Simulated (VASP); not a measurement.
# Rb: single point with PBE

Crystal: Rb.

```
CELL_PARAMETERS angstrom
3.86368 0.00000 0.00000
-1.93184 3.34605 0.00000
0.00000 0.00000 6.37459
ATOMIC_POSITIONS crystal
Rb 0.33333 0.66667 0.25000
Rb 0.66667 0.33333 0.75000
```

This isn't the form of Rb at room conditions, which is bcc.

```yaml
Program: VASP 6.6.1
Task: single point
Functional: PBE
Potentials_or_basis: VASP PAW PBE potentials, release 64 (Rb_sv)
Cutoff: 520 eV
k_mesh: 9 × 9 × 5
Occupations: fermi-dirac, width 0.08 eV
Spin: no spin polarisation
```

```json
{"Pressure": "8.7 GPa", "Band gap on the k mesh": "zero (bands 9 and 10 overlap by 2.16 eV)"}
```

Stress tensor (GPa, compression positive):
```
8.69 0.00 0.00
0.00 8.69 0.00
0.00 0.00 8.58
```

Levels at points of the mesh, in eV from the Fermi level:
```
           k point  band 6  band 7  band 8  band 9  band 10  band 11  band 12  band 13
(0.00, 0.00, 0.00)  -12.68  -12.67  -12.67   -2.98    -0.26     1.99     3.89     3.92
```

Wall time 15 s on 1 thread of Intel(R) Xeon(R) 6975P-C (Granite Rapids), with other jobs on the host, peak memory 0.2 GiB.

Caveat: the cell stands under pressure.
